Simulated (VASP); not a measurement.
# SnS2 (P-3m1) in VASP: relaxation of cell and atoms with r2SCAN

Aim: the relaxation of cell and atoms of SnS2 with r2SCAN.

All numbers are computed with VASP 6.6.1; they aren't measurements. Logs are shortened: lines on timing, memory, paths and dates and some standing lists are left out, and cuts for length are marked.

**1. The cell of the first run**

Symmetry: P-3m1, No. 164, trigonal system. The conventional cell has a = 3.639 Å, b = 3.639 Å, c = 5.868 Å, α = 90.00°, β = 90.00°, γ = 120.00°. Sn (site symmetry -3m) has 6 S at 2.56 Å within 3.4 Å. Within 3.4 Å of S (site symmetry 3m) lie 3 Sn at 2.56 Å.

**2. Relaxation of cell and atoms, r2SCAN**

POSCAR

```
SnS2
1.0
    3.6390000000      0.0000000000      0.0000000000
   -1.8195000000      3.1514664444      0.0000000000
    0.0000000000      0.0000000000      5.8680000000
Sn S
1 2
Direct
    0.0000000000      0.0000000000      0.0000000000
    0.3333333333      0.6666666667      0.2500000000
    0.6666666667      0.3333333333      0.7500000000
```

INCAR.step1

```
PREC = Accurate
ENCUT = 550
ISMEAR = -1
SIGMA = 0.05
LREAL = False
LASPH = True
NELM = 120
GGA = PE
ALGO = Normal
EDIFF = 1E-5
LWAVE = True
LCHARG = False
GGA_COMPAT = False
IBRION = 2
ISIF = 3
EDIFFG = -0.005
NELMIN = 4
NSW = 100
```

INCAR.step2

```
PREC = Accurate
ENCUT = 550
EDIFF = 1E-7
ISMEAR = -1
SIGMA = 0.05
LREAL = False
LASPH = True
NELM = 120
ALGO = Normal
ISIF = 3
LWAVE = False
LCHARG = False
METAGGA = R2SCAN
LMIXTAU = True
IBRION = 2
NSW = 100
EDIFFG = -0.002
ISTART = 1
GGA_COMPAT = False
NELMIN = 4
```

KPOINTS

```
Automatic mesh
0
Gamma
  12 12 6
```

Potentials or basis: VASP PAW PBE potentials, release 64 (Sn_d, S).

On the command line:

```console
$ cat potpaw_PBE.64/Sn_d/POTCAR potpaw_PBE.64/S/POTCAR > POTCAR
$ cp INCAR.step1 INCAR
$ mpirun -np 1 vasp_std > vasp.out
$ cp INCAR.step2 INCAR
$ mpirun -np 1 vasp_std > vasp.out
```

OUTCAR:

```text
PREC = Accurate
   ENCUT = 550
   EDIFF = 1E-7
   ISMEAR = -1
   LREAL = False
   LASPH = True
   NELM = 120
   ISIF = 3
   METAGGA = R2SCAN
   IBRION = 2
   NSW = 100
   EDIFFG = -0.002
   ISTART = 1
   NELMIN = 4

 ion  position               nearest neighbor table
   1  0.000  0.000  0.000-   2 2.56   3 2.56   3 2.56   2 2.56   3 2.56   2 2.56
   2  0.333  0.667  0.250-   1 2.56   1 2.56   1 2.56
   3  0.667  0.333  0.750-   1 2.56   1 2.56   1 2.56

  LATTYP: Found a hexagonal cell.
 ALAT       =     3.6390000000
 C/A-ratio  =     1.6125309151

  Lattice vectors:

 A1 = (   3.6390000000,   0.0000000000,   0.0000000000)
 A2 = (  -1.8195000000,   3.1514664444,   0.0000000000)
 A3 = (   0.0000000000,   0.0000000000,   5.8680000000)

Analysis of symmetry for initial positions (statically):
=====================================================================
 Subroutine PRICEL returns:
 Original cell was already a primitive cell.

 Routine SETGRP: Setting up the symmetry group for a
 hexagonal supercell.

 Subroutine GETGRP returns: Found 12 space group operations
 (whereof 12 operations were pure point group operations)
 out of a pool of 24 trial point group operations.

The static configuration has the point symmetry D_3d.

Analysis of symmetry for dynamics (positions and initial velocities):
=====================================================================
 Subroutine PRICEL returns:
 Original cell was already a primitive cell.

 Routine SETGRP: Setting up the symmetry group for a
 hexagonal supercell.

 Subroutine GETGRP returns: Found 12 space group operations
 (whereof 12 operations were pure point group operations)
 out of a pool of 24 trial point group operations.

The dynamic configuration has the point symmetry D_3d.

 Subroutine INISYM returns: Found 12 space group operations
 (whereof 12 operations are pure point group operations),
 and found     1 'primitive' translations

----------------------------------------------------------------------------------------

                                     Primitive cell

  volume of cell :      67.2953

  direct lattice vectors                    reciprocal lattice vectors
     3.639000000  0.000000000  0.000000000     0.274800769  0.158656298  0.000000000
    -1.819500000  3.151466444  0.000000000     0.000000000  0.317312596  0.000000000
     0.000000000  0.000000000  5.868000000     0.000000000  0.000000000  0.170415815

  length of vectors
     3.639000000  3.639000000  5.868000000     0.317312596  0.317312596  0.170415815

  position of ions in fractional coordinates (direct lattice)
     0.000000000  0.000000000  0.000000000
     0.333333333  0.666666667  0.250000000
     0.666666667  0.333333333  0.750000000

  ion indices of the primitive-cell ions
   primitive index   ion index
                 1           1
                 2           2
                 3           3

----------------------------------------------------------------------------------------

 KPOINTS: Automatic mesh

Automatic generation of k-mesh.
 Grid dimensions read from file:
 generate k-points for:   12   12    6

 Generating k-lattice:

  Cartesian coordinates                     Fractional coordinates (reciprocal lattice)
     0.022900064  0.013221358  0.000000000     0.083333333  0.000000000  0.000000000
     0.000000000  0.026442716  0.000000000     0.000000000  0.083333333  0.000000000
     0.000000000  0.000000000  0.028402636     0.000000000  0.000000000  0.166666667

  Length of vectors
     0.026442716  0.026442716  0.028402636

  Shift w.r.t. Gamma in fractional coordinates (k-lattice)
     0.000000000  0.000000000  0.000000000

 Subroutine IBZKPT returns following result:
 ===========================================

 Found    100 irreducible k-points:

 Following reciprocal coordinates:
            Coordinates               Weight
  0.000000  0.000000  0.000000      1.000000
  0.083333  0.000000  0.000000      6.000000
  0.166667  0.000000  0.000000      6.000000
  0.250000  0.000000  0.000000      6.000000
  0.333333  0.000000  0.000000      6.000000
  0.416667  0.000000  0.000000      6.000000
[... 16 lines left out ...]
  0.166667  0.000000  0.166667      6.000000
  0.000000  0.166667  0.166667      6.000000
 [... further k-points ...]
   k-points           NKPTS =    100   k-points in BZ     NKDIM =    100   number of bands    NBANDS=     17
   number of dos      NEDOS =    301   number of ions     NIONS =      3
   total plane-waves  NPLWV =  37632
   dimension x,y,z NGX =    28 NGY =   28 NGZ =   48
   dimension x,y,z NGXF=    56 NGYF=   56 NGZF=   96
   ions per type =               1   2
   NGX,Y,Z   is equivalent  to a cutoff of  12.79, 12.79, 13.60 a.u.
   NGXF,Y,Z  is equivalent  to a cutoff of  25.58, 25.58, 27.20 a.u.
 SYSTEM =  unknown system
   PREC   = accura    normal or accurate (medium, high low for compatibility)
   ISTART =      1    job   : 0-new  1-cont  2-samecut
   ICHARG =      0    charge: 1-file 2-atom 10-const
   ISPIN  =      1    spin polarized calculation?
   LNONCOLLINEAR =      F non collinear calculations
   LSORBIT =      F    spin-orbit coupling
   LASPH  =      T    aspherical Exc in radial PAW
   ENCUT  =  550.0 eV  40.42 Ry    6.36 a.u.   6.96  6.96 11.22*2*pi/ulx,y,z
   NELM   =    120;   NELMIN=  4; NELMDL=  0     # of ELM steps
   EDIFF  = 0.1E-06   stopping-criterion for ELM
   LREAL  =      F    real-space projection
   EDIFFG = -.2E-02   stopping-criterion for IOM
   NSW    =    100    number of steps for IOM
   IBRION =      2    ionic relax: 0-MD 1-quasi-New 2-CG
   NFREE  =      1    steps in history (QN), initial steepest desc. (CG)
   ISIF   =      3    stress and relaxation
   ISYM   =      2    0-nonsym 1-usesym 2-fastsym
   POTIM  = 0.5000    time-step for ionic-motion
   TEBEG  =    0.0;   TEEND  =   0.0 temperature during run
   PSTRESS=    0.0 pullay stress
   NELECT =      26.0000    total number of electrons
   NUPDOWN=      -1.0000    fix difference up-down
   EMIN   =  10.00;   EMAX   =-10.00  energy-range for DOS
   EFERMI =   0.00;   METHOD = LEGACY
   ISMEAR =    -1;   SIGMA  =   0.05  broadening in eV -4-tet -1-fermi 0-gaus
   EFERMI_NEDOS =   21; number of points for ismear=-14 and -15
   IALGO  =     38    algorithm
   IMIX   =      4    mixing-type and parameters
     AMIX     =   0.40;   BMIX     =  1.00
     AMIX_MAG =   1.60;   BMIX_MAG =  1.00
  volume/ion in A,a.u.               =      22.43       151.38
  Fermi-wavevector in a.u.,A,eV,Ry     =   1.192352  2.253218 19.343434  1.421702
  Thomas-Fermi vector in A             =   2.328392
   LORBIT       =      0    0 simple, 1 ext, 2 COOP (PROOUT), +10 PAW based schemes
   METAGGA = R2SCAN    functional components
   LHFCALC =     F    Hartree Fock is set to
   AEXX    =    0.0000 exact exchange contribution
   IVDW    =     0    specifies the selected vdW correction
   LEPSILON=     F    determine dielectric tensor
   LRPA    =     F    only Hartree local field effects (RPA)
 conjugate gradient relaxation of ions
 non-spin polarized calculation
  energy-cutoff  :      550.00
  volume of cell :       67.30
 maximum number of plane-waves:      1988
   NGX = 13   NGY = 13   NGZ = 23

--------------------------------------- Ionic step        1  -------------------------------------------

 number of electron      26.0000007 magnetization

 Free energy of the ion-electron system (eV)
  ---------------------------------------------------
  ext. energy  EPLUGINS =         0.00000000
  ---------------------------------------------------
  free energy    TOTEN  =       -42.20374184 eV

  energy without entropy =      -42.20374184  energy(sigma->0) =      -42.20374184

------------------------ aborting loop because EDIFF is reached ----------------------------------------

  FORCE on cell =-STRESS in cart. coord.  units (eV):
  Direction    XX          YY          ZZ          XY          YZ          ZX
  --------------------------------------------------------------------------------------
  -------------------------------------------------------------------------------------
  Total        0.9259704      0.9259704      0.6890156      0.0000000      0.0000000      0.0000000
  in kB       22.0456459     22.0456459     16.4041898      0.0000000      0.0000000      0.0000000
  external PRESSURE =      20.1651605 kB  Pullay stress =       0.0000000 kB
[... 92 lines left out ...]
  FREE ENERGIE OF THE ION-ELECTRON SYSTEM (eV)
  ---------------------------------------------------
  free  energy   TOTEN  =       -42.2137663427 eV

  energy  without entropy=      -42.2137663392  energy(sigma->0) =      -42.21376634

 E-fermi :   4.9563     XC(G=0): -10.0346

 val. band max:        4.0704594576   @ k =   0.0000   0.0000   0.0000
 cond. band min:       5.8173524780   @ k =   0.5000   0.0000   0.3333
 fundamental gap:      1.7468930205
 Fermi energy:         4.9563290964

 k-point     1 :       0.0000    0.0000    0.0000
  band No.  band energies     occupation
      1     -17.5163      2.00000
      2     -17.5163      2.00000
      3     -17.4544      2.00000
      4     -17.4315      2.00000
      5     -17.4315      2.00000
      6     -10.1656      2.00000
[... 457 lines left out ...]
      4     -17.4361      2.00000
      5     -17.4273      2.00000
      6      -9.8258      2.00000
[... 9 lines left out ...]
     16      10.2573      0.00000
     17      10.4975      0.00000

 [... further k-points ...]

[... ionic steps 4 to 10 ...]

--------------------------------------- Ionic step       11  -------------------------------------------

 number of electron      26.0000004 magnetization

------------------------ aborting loop because EDIFF is reached ----------------------------------------
[... 69 lines left out ...]
--------------------------------------- Ionic step       13  -------------------------------------------

 number of electron      26.0000004 magnetization

 Free energy of the ion-electron system (eV)
  ---------------------------------------------------
  ext. energy  EPLUGINS =         0.00000000
  ---------------------------------------------------
  free energy    TOTEN  =       -42.23150144 eV

  energy without entropy =      -42.23150144  energy(sigma->0) =      -42.23150144

 E-fermi :   4.4637     XC(G=0):  -9.7700

 val. band max:        3.4728688694   @ k =   0.1667   0.0000   0.1667
 cond. band min:       5.3783508038   @ k =   0.5000   0.0000   0.3333
 fundamental gap:      1.9054819345
 Fermi energy:         4.4637419907

 k-point     1 :       0.0000    0.0000    0.0000
  band No.  band energies     occupation
      1     -17.9469      2.00000
      2     -17.9469      2.00000
      3     -17.8820      2.00000
      4     -17.8600      2.00000
      5     -17.8600      2.00000
      6     -10.5828      2.00000
[... 457 lines left out ...]
      4     -17.8646      2.00000
      5     -17.8561      2.00000
      6     -10.2531      2.00000
[... 9 lines left out ...]
     16       9.8405      0.00000
     17      10.0671      0.00000

 [... further k-points ...]

------------------------ aborting loop because EDIFF is reached ----------------------------------------

  FORCE on cell =-STRESS in cart. coord.  units (eV):
  Direction    XX          YY          ZZ          XY          YZ          ZX
  --------------------------------------------------------------------------------------
  -------------------------------------------------------------------------------------
  Total        0.0034979      0.0034979      0.0005552      0.0000000      0.0000000      0.0000000
  in kB        0.0768602      0.0768602      0.0122004      0.0000000      0.0000000      0.0000000
  external PRESSURE =       0.0553069 kB  Pullay stress =       0.0000000 kB
[... 18 lines left out ...]
  FREE ENERGIE OF THE ION-ELECTRON SYSTEM (eV)
  ---------------------------------------------------
  free  energy   TOTEN  =       -42.2315014427 eV

  energy  without entropy=      -42.2315014420  energy(sigma->0) =      -42.23150144

 reached required accuracy - stopping structural energy minimisation
```

It took 46 min on 1 thread of Intel Xeon 6975P-C (Granite Rapids), shared host; peak memory 0.3 GiB.

Results:

| Item | Value |
| --- | --- |
| Free energy | -42.2315 eV |
| Relaxed volume | 24.31 Å³/atom |
| Relaxed cell | a = 3.672 Å, b = 3.672 Å, c = 6.243 Å, α = 90.00°, β = 90.00°, γ = 120.00° |
| Space group after relaxing (to 0.1 Å) | P-3m1 (No. 164) |
| Energy gained by relaxing | 9.3 meV/atom |
| Ionic steps | 13 |
| Pressure after relaxing | 0.0 GPa |
| Band gap on the k mesh | 1.91 eV (least direct gap 2.22 eV) |

Step by step:
| step | energy change (eV) | largest force (eV/Å) | pressure (GPa) | volume (Å³) |
| --- | --- | --- | --- | --- |
| 1 | 0.0000 | 0.0193 | 2.02 | 67.30 |
| 2 | -0.0049 | 0.3673 | -1.39 | 70.08 |
| 3 | -0.0100 | 0.2269 | -0.03 | 68.90 |
| 4 | -0.0137 | 0.1440 | 0.01 | 69.22 |
| 5 | -0.0158 | 0.0192 | 0.09 | 69.72 |
| 6 | -0.0194 | 0.0167 | 0.08 | 70.13 |
| 7 | -0.0254 | 0.0095 | 0.10 | 71.22 |
| 8 | -0.0264 | 0.0080 | 0.35 | 73.35 |
| 9 | -0.0275 | 0.0073 | 0.25 | 72.56 |
| 10 | -0.0258 | 0.1083 | -0.80 | 73.86 |
| 11 | -0.0277 | 0.0216 | -0.02 | 72.89 |
| 12 | -0.0277 | 0.0176 | 0.02 | 72.94 |
| 13 | -0.0278 | 0.0008 | 0.01 | 72.92 |

Final structure:
```
CELL_PARAMETERS angstrom
3.67242 0.00000 0.00000
-1.83621 3.18041 0.00000
0.00000 0.00000 6.24289
ATOMIC_POSITIONS crystal
Sn 0.00000 0.00000 0.00000
S 0.33333 0.66667 0.23416
S 0.66667 0.33333 0.76584
```

Levels at points of the mesh, in eV from the valence-band top:
```csv
k point,band 11,band 12,band 13,band 14,band 15,band 16
"(0.00, 0.00, 0.00)",-0.19,-0.19,-0.10,2.54,4.31,5.95
"(0.50, 0.00, 0.00)",-2.34,-0.64,-0.21,2.05,5.19,6.76
"(0.00, 0.00, 0.50)",-0.58,-0.13,-0.13,3.41,4.36,5.81
"(0.50, 0.00, 0.50)",-1.76,-0.51,-0.38,1.92,5.38,6.35
```

Caveat: the PAW data sets were made with another functional, which shifts forces and pressure a little; spin-orbit coupling is left out, which moves the levels of the heavy elements.
